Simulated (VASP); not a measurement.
# Ru2W (P6/mmm) in VASP: notebook, part 2 of 3

VASP 6.6.1.

## 3. Relaxation of cell and atoms, PBE

File INCAR:

```
  PREC = Accurate
  ENCUT = 600
  EDIFF = 1E-7
  ISMEAR = 0
  SIGMA = 0.1
  LREAL = False
  LASPH = True
  NELM = 80
  ALGO = Normal
  ISIF = 3
  LWAVE = False
  LCHARG = False
  GGA = PE
  IBRION = 2
  NSW = 90
  EDIFFG = -0.04
```

File KPOINTS:

```
Automatic mesh
0
Gamma
  6 6 6
```

File POSCAR:

```
Ru2W
1.0
    4.3106191286      0.0000000000      0.0000000000
   -2.1553095643      3.7331056714      0.0000000000
    0.0000000000      0.0000000000      2.7520276596
Ru W
2 1
Direct
    0.3333333333      0.6666666667      0.5000000000
    0.6666666667      0.3333333333      0.5000000000
    0.0000000000      0.0000000000      0.0000000000
```

Potentials or basis: VASP PAW PBE potentials, release 64 (Ru_pv, W_sv).

The run is started by

```console
> cat potpaw_PBE.64/Ru_pv/POTCAR potpaw_PBE.64/W_sv/POTCAR > POTCAR
> mpirun -np 1 vasp_std > vasp.out
```

OUTCAR:

```text
PREC = Accurate
   ENCUT = 600
   EDIFF = 1E-7
   ISMEAR = 0
   LREAL = False
   LASPH = True
   NELM = 80
   ISIF = 3
   GGA = PE
   IBRION = 2
   NSW = 90
   EDIFFG = -0.04

 ion  position               nearest neighbor table
   1  0.333  0.667  0.500-   2 2.49   2 2.49   2 2.49   3 2.84   3 2.84   3 2.84   3 2.84   3 2.84
                             3 2.84
   2  0.667  0.333  0.500-   1 2.49   1 2.49   1 2.49   3 2.84   3 2.84   3 2.84   3 2.84   3 2.84
                             3 2.84
   3  0.000  0.000  0.000-   1 2.84   2 2.84   1 2.84   2 2.84   1 2.84   1 2.84   2 2.84   2 2.84
                             2 2.84   2 2.84   1 2.84   1 2.84

  LATTYP: Found a hexagonal cell.
 ALAT       =     4.3106191286
 C/A-ratio  =     0.6384297887

  Lattice vectors:

 A1 = (   4.3106191286,   0.0000000000,   0.0000000000)
 A2 = (  -2.1553095643,   3.7331056714,   0.0000000000)
 A3 = (   0.0000000000,   0.0000000000,   2.7520276596)

Analysis of symmetry for initial positions (statically):
=====================================================================
 Subroutine PRICEL returns:
 Original cell was already a primitive cell.

 Routine SETGRP: Setting up the symmetry group for a
 hexagonal supercell.

 Subroutine GETGRP returns: Found 24 space group operations
 (whereof 24 operations were pure point group operations)
 out of a pool of 24 trial point group operations.

The static configuration has the point symmetry D_6h.

Analysis of symmetry for dynamics (positions and initial velocities):
=====================================================================
 Subroutine PRICEL returns:
 Original cell was already a primitive cell.

 Routine SETGRP: Setting up the symmetry group for a
 hexagonal supercell.

 Subroutine GETGRP returns: Found 24 space group operations
 (whereof 24 operations were pure point group operations)
 out of a pool of 24 trial point group operations.

The dynamic configuration has the point symmetry D_6h.

 Subroutine INISYM returns: Found 24 space group operations
 (whereof 24 operations are pure point group operations),
 and found     1 'primitive' translations

----------------------------------------------------------------------------------------

                                     Primitive cell

  volume of cell :      44.2856

  direct lattice vectors                    reciprocal lattice vectors
     4.310619129  0.000000000  0.000000000     0.231985237  0.133936739  0.000000000
    -2.155309564  3.733105671  0.000000000     0.000000000  0.267873478  0.000000000
     0.000000000  0.000000000  2.752027660     0.000000000  0.000000000  0.363368441

  length of vectors
     4.310619129  4.310619129  2.752027660     0.267873478  0.267873478  0.363368441

  position of ions in fractional coordinates (direct lattice)
     0.333333333  0.666666667  0.500000000
     0.666666667  0.333333333  0.500000000
     0.000000000  0.000000000  0.000000000

  ion indices of the primitive-cell ions
   primitive index   ion index
                 1           1
                 2           2
                 3           3
[... 33 lines left out ...]
  0.166667  0.166667  0.000000      6.000000
  0.333333  0.166667  0.000000     12.000000
[... 16 lines left out ...]
  0.166667  0.000000  0.500000      6.000000
  0.333333  0.000000  0.500000      6.000000
 [... further k-points ...]
   k-points           NKPTS =     28   k-points in BZ     NKDIM =     28   number of bands    NBANDS=     25
   number of dos      NEDOS =    301   number of ions     NIONS =      3
   total plane-waves  NPLWV =  31104
   dimension x,y,z NGX =    36 NGY =   36 NGZ =   24
   dimension x,y,z NGXF=    72 NGYF=   72 NGZF=   48
   ions per type =               2   1
   NGX,Y,Z   is equivalent  to a cutoff of  13.88, 13.88, 14.50 a.u.
   NGXF,Y,Z  is equivalent  to a cutoff of  27.77, 27.77, 29.00 a.u.
 SYSTEM =  unknown system
   PREC   = accura    normal or accurate (medium, high low for compatibility)
   ISTART =      0    job   : 0-new  1-cont  2-samecut
   ICHARG =      2    charge: 1-file 2-atom 10-const
   ISPIN  =      1    spin polarized calculation?
   LNONCOLLINEAR =      F non collinear calculations
   LSORBIT =      F    spin-orbit coupling
   LASPH  =      T    aspherical Exc in radial PAW
   ENCUT  =  600.0 eV  44.10 Ry    6.64 a.u.   8.61  8.61  5.50*2*pi/ulx,y,z
   NELM   =     80;   NELMIN=  2; NELMDL= -5     # of ELM steps
   EDIFF  = 0.1E-06   stopping-criterion for ELM
   LREAL  =      F    real-space projection
   EDIFFG = -.4E-01   stopping-criterion for IOM
   NSW    =     90    number of steps for IOM
   IBRION =      2    ionic relax: 0-MD 1-quasi-New 2-CG
   NFREE  =      1    steps in history (QN), initial steepest desc. (CG)
   ISIF   =      3    stress and relaxation
   ISYM   =      2    0-nonsym 1-usesym 2-fastsym
   POTIM  = 0.5000    time-step for ionic-motion
   TEBEG  =    0.0;   TEEND  =   0.0 temperature during run
   PSTRESS=    0.0 pullay stress
   NELECT =      42.0000    total number of electrons
   NUPDOWN=      -1.0000    fix difference up-down
   EMIN   =  10.00;   EMAX   =-10.00  energy-range for DOS
   EFERMI =   0.00;   METHOD = LEGACY
   ISMEAR =     0;   SIGMA  =   0.10  broadening in eV -4-tet -1-fermi 0-gaus
   EFERMI_NEDOS =   21; number of points for ismear=-14 and -15
   IALGO  =     38    algorithm
   IMIX   =      4    mixing-type and parameters
     AMIX     =   0.40;   BMIX     =  1.00
     AMIX_MAG =   1.60;   BMIX_MAG =  1.00
  volume/ion in A,a.u.               =      14.76        99.62
  Fermi-wavevector in a.u.,A,eV,Ry     =   1.608436  3.039503 35.199159  2.587065
  Thomas-Fermi vector in A             =   2.704305
   LORBIT       =      0    0 simple, 1 ext, 2 COOP (PROOUT), +10 PAW based schemes
   GGA     = PE    functional components
   LHFCALC =     F    Hartree Fock is set to
   AEXX    =    0.0000 exact exchange contribution
   IVDW    =     0    specifies the selected vdW correction
   LEPSILON=     F    determine dielectric tensor
   LRPA    =     F    only Hartree local field effects (RPA)
 conjugate gradient relaxation of ions
 non-spin polarized calculation
 Gauss-broadening in eV      SIGMA  =   0.10
  energy-cutoff  :      600.00
  volume of cell :       44.29
 maximum number of plane-waves:      1493
 NGX is ok and might be reduce to    36
   NGX = 17   NGY = 17   NGZ = 11

--------------------------------------- Ionic step        1  -------------------------------------------

 number of electron      42.0000004 magnetization

 Free energy of the ion-electron system (eV)
  ---------------------------------------------------
  ext. energy  EPLUGINS =         0.00000000
  ---------------------------------------------------
  free energy    TOTEN  =       -30.81211446 eV

  energy without entropy =      -30.78255186  energy(sigma->0) =      -30.79733316

------------------------ aborting loop because EDIFF is reached ----------------------------------------

  FORCE on cell =-STRESS in cart. coord.  units (eV):
  Direction    XX          YY          ZZ          XY          YZ          ZX
  --------------------------------------------------------------------------------------
  -------------------------------------------------------------------------------------
  Total        0.3222978      0.3222978     -0.0367594      0.0000000      0.0000000      0.0000000
  in kB       11.6601776     11.6601776     -1.3298916      0.0000000      0.0000000      0.0000000
  external PRESSURE =       7.3301545 kB  Pullay stress =       0.0000000 kB
[... 98 lines left out ...]
--------------------------------------- Ionic step        4  -------------------------------------------

 number of electron      42.0000004 magnetization

 Free energy of the ion-electron system (eV)
  ---------------------------------------------------
  ext. energy  EPLUGINS =         0.00000000
  ---------------------------------------------------
  free energy    TOTEN  =       -30.81294233 eV

  energy without entropy =      -30.78354178  energy(sigma->0) =      -30.79824205

 E-fermi :  11.7587     XC(G=0): -13.7419

 val. band max:       11.7565072682   @ k =   0.3333   0.1667   0.3333
 cond. band min:      11.7611488541   @ k =   0.1667   0.0000   0.0000
 fundamental gap:      0.0046415858
 Fermi energy:        11.7587243787

 k-point     1 :       0.0000    0.0000    0.0000
  band No.  band energies     occupation
      1     -62.2211      2.00000
      2     -31.6270      2.00000
      3     -31.6270      2.00000
      4     -30.9277      2.00000
      5     -30.9277      2.00000
      6     -30.9241      2.00000
[... 661 lines left out ...]
     24      13.8986      0.00000
     25      14.5619      0.00000

 [... further k-points ...]

------------------------ aborting loop because EDIFF is reached ----------------------------------------

  FORCE on cell =-STRESS in cart. coord.  units (eV):
  Direction    XX          YY          ZZ          XY          YZ          ZX
  --------------------------------------------------------------------------------------
  -------------------------------------------------------------------------------------
  Total        0.0068669      0.0068669      0.0414985     -0.0000000      0.0000000      0.0000000
  in kB        0.2479853      0.2479853      1.4986390     -0.0000000      0.0000000      0.0000000
  external PRESSURE =       0.6648699 kB  Pullay stress =       0.0000000 kB
[... 18 lines left out ...]
  FREE ENERGIE OF THE ION-ELECTRON SYSTEM (eV)
  ---------------------------------------------------
  free  energy   TOTEN  =       -30.8129423311 eV

  energy  without entropy=      -30.7835417785  energy(sigma->0) =      -30.79824205

 reached required accuracy - stopping structural energy minimisation
```

OSZICAR:

```text
N       E                     dE             d eps       ncg     rms          rms(c)
DAV:   1     0.499914102962E+03    0.49991E+03   -0.26930E+04  1400   0.211E+03
DAV:   2    -0.138345442829E+02   -0.51375E+03   -0.50814E+03  1508   0.597E+02
DAV:   3    -0.324878601085E+02   -0.18653E+02   -0.18177E+02  1690   0.106E+02
[... 42 lines left out ...]
DAV:   5    -0.308129396398E+02   -0.11506E-04   -0.12467E-04  1571   0.834E-02    0.200E-02
DAV:   6    -0.308129414087E+02   -0.17689E-05   -0.14760E-05  1757   0.226E-02    0.128E-02
DAV:   7    -0.308129425537E+02   -0.11450E-05   -0.11097E-06  1613   0.860E-03    0.181E-03
DAV:   8    -0.308129423642E+02    0.18953E-06   -0.77983E-08   745   0.177E-03    0.949E-04
DAV:   9    -0.308129423311E+02    0.33128E-07   -0.10525E-08   707   0.651E-04
   4 F= -.30812942E+02 E0= -.30798242E+02  d E =-.275905E-03
```

Wall time 60 s (1 thread of Intel Xeon 6975P-C (Granite Rapids), shared host); peak memory 0.2 GiB.

What came out:

```
Free energy                           : -30.8129 eV
Relaxed volume                        : 14.79 Å³/atom
Relaxed cell                          : a = 4.322 Å, b = 4.322 Å, c = 2.743 Å, α = 90.00°, β = 90.00°, γ = 120.00°
Space group after relaxing (to 0.1 Å) : P6/mmm (No. 191)
Energy gained by relaxing             : 0.3 meV/atom
Ionic steps                           : 4
Pressure after relaxing               : 0.1 GPa
Band gap on the k mesh                : zero (bands 21 and 22 overlap by 3.34 eV)
```

Stress tensor (GPa, compression positive):
```
0.02 0.00 0.00
0.00 0.02 0.00
0.00 0.00 0.15
```

The path:
| step | energy change (eV) | largest force (eV/Å) | pressure (GPa) | volume (Å³) |
| --- | --- | --- | --- | --- |
| 1 | 0.0000 | 0.0000 | 0.73 | 44.29 |
| 2 | 0.0016 | 0.0000 | -2.25 | 44.72 |
| 3 | -0.0006 | 0.0000 | -0.28 | 44.43 |
| 4 | -0.0008 | 0.0000 | 0.07 | 44.37 |

Final structure:
```cif
data_structure
_symmetry_space_group_name_H-M 'P 1'
_symmetry_Int_Tables_number 1
_cell_length_a 4.3216
_cell_length_b 4.3216
_cell_length_c 2.7430
_cell_angle_alpha 90.000
_cell_angle_beta 90.000
_cell_angle_gamma 120.000
_cell_volume 44.37
loop_
_atom_site_label
_atom_site_type_symbol
_atom_site_fract_x
_atom_site_fract_y
_atom_site_fract_z
_atom_site_occupancy
Ru1 Ru 0.33333 0.66667 0.50000 1
Ru2 Ru 0.66667 0.33333 0.50000 1
W1 W 0.00000 0.00000 0.00000 1
```

Levels at points of the mesh, in eV from the Fermi level:
```csv
k point,band 19,band 20,band 21,band 22,band 23,band 24
"(0.00, 0.00, 0.00)",-1.39,-1.39,-1.11,-1.11,-0.40,-0.40
"(0.50, 0.00, 0.00)",-1.48,-1.14,-0.36,0.76,1.20,1.33
"(0.00, 0.00, 0.50)",-1.69,-1.69,2.22,2.74,2.74,3.15
"(0.50, 0.00, 0.50)",-0.55,-0.47,-0.12,0.18,2.20,2.71
```

Caveat: the k points lie up to 0.38 Å⁻¹ apart in the final cell, too coarse for converged energies and pressures of a metal; spin-orbit coupling is left out, which moves the levels of the heavy elements.

(Part 2 of 3 ends here.)
